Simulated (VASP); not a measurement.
Sn3C:

```
CELL_PARAMETERS angstrom
-3.00518 3.00518 3.00518
3.00518 -3.00518 3.00518
3.00518 3.00518 -3.00518
ATOMIC_POSITIONS crystal
Sn 0.00000 0.50000 0.50000
Sn 0.50000 0.00000 0.50000
Sn 0.50000 0.50000 0.00000
C 0.00000 0.00000 0.00000
```

* Program: VASP 6.6.1
* Task: relaxation of cell and atoms
* Functional: PBE
* Potentials or basis: VASP PAW PBE potentials, release 64 (Sn_d, C)
* Cutoff: 600 eV
* k mesh: 4 × 4 × 4
* Occupations: gaussian, width 0.1 eV
* Spin: no spin polarisation

At the start: pressure -6.0 GPa; volume 27.14 Å³/atom.

Task: Where does the relaxation end?

Result: Over 3 steps the energy falls by 89.0 meV/atom and the volume is 23.06 Å³/atom (-15.0 %); space group Im-3m (No. 229, to 0.05 Å).

Step by step:
```
step  energy change (eV)  largest force (eV/Å)  pressure (GPa)  volume (Å³)
   1              0.0000                0.0000           -5.96       108.56
   2             -0.3530                0.0000           -0.72        93.47
   3             -0.3560                0.0000           -0.03        92.23
```

Final structure:
```
Sn C
1.0
    -2.84626    2.84626    2.84626
     2.84626   -2.84626    2.84626
     2.84626    2.84626   -2.84626
Sn C
3 1
Direct
  0.00000 0.50000 0.50000
  0.50000 0.00000 0.50000
  0.50000 0.50000 0.00000
  0.00000 0.00000 0.00000
```

Caveat: the k points lie up to 0.39 Å⁻¹ apart in the final cell; the volume moved by over 15 % at a fixed basis, so the end points are rough.
